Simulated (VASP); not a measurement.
The system is ZrF2.

```
Zr F
1.0
     4.20360    0.00000    0.00000
     0.00000    4.20360    0.00000
     0.00000    0.00000    3.30499
Zr F
1 2
Direct
  0.50000 0.50000 0.00000
  0.00000 0.50000 0.00000
  0.50000 0.00000 0.00000
```

The cell was built from a structure type or drawn by symmetry, and may not be a known phase.

| Property | Result |
| --- | --- |
| Program | VASP 6.6.1 |
| Task | relaxation of cell and atoms |
| Functional | PBE |
| Potentials or basis | VASP PAW PBE potentials, release 64 (Zr_sv, F) |
| Cutoff | 600 eV |
| k mesh | 4 × 4 × 6 |
| Occupations | gaussian, width 0.1 eV |
| Spin | no spin polarisation |

At the start: pressure -1.1 GPa; volume 19.47 Å³/atom.

Question: How do energy, volume and symmetry change on relaxing?

Answer: Over 5 steps the energy falls by 59.3 meV/atom and the volume is 17.83 Å³/atom (-8.4 %); space group P4/mmm (No. 123, to 0.1 Å) before and after.

The path:
```
step  energy change (eV)  largest force (eV/Å)  pressure (GPa)  volume (Å³)
   1              0.0000                0.0000           -1.06        58.40
   2             -0.1142                0.0000           -3.05        57.25
   3             -0.1409                0.0000           -3.86        56.54
   4             -0.1666                0.0000            2.39        51.91
   5             -0.1780                0.0000           -0.06        53.48
```

Final structure:
```cif
data_structure
_symmetry_space_group_name_H-M 'P 1'
_symmetry_Int_Tables_number 1
_cell_length_a 4.2393
_cell_length_b 4.2393
_cell_length_c 2.9757
_cell_angle_alpha 90.000
_cell_angle_beta 90.000
_cell_angle_gamma 90.000
_cell_volume 53.48
loop_
_atom_site_label
_atom_site_type_symbol
_atom_site_fract_x
_atom_site_fract_y
_atom_site_fract_z
_atom_site_occupancy
Zr1 Zr 0.50000 0.50000 0.00000 1
F1 F 0.00000 0.50000 0.00000 1
F2 F 0.50000 0.00000 0.00000 1
```

Caveat: the k points lie up to 0.37 Å⁻¹ apart in the final cell, too coarse for converged energies and pressures of a metal.
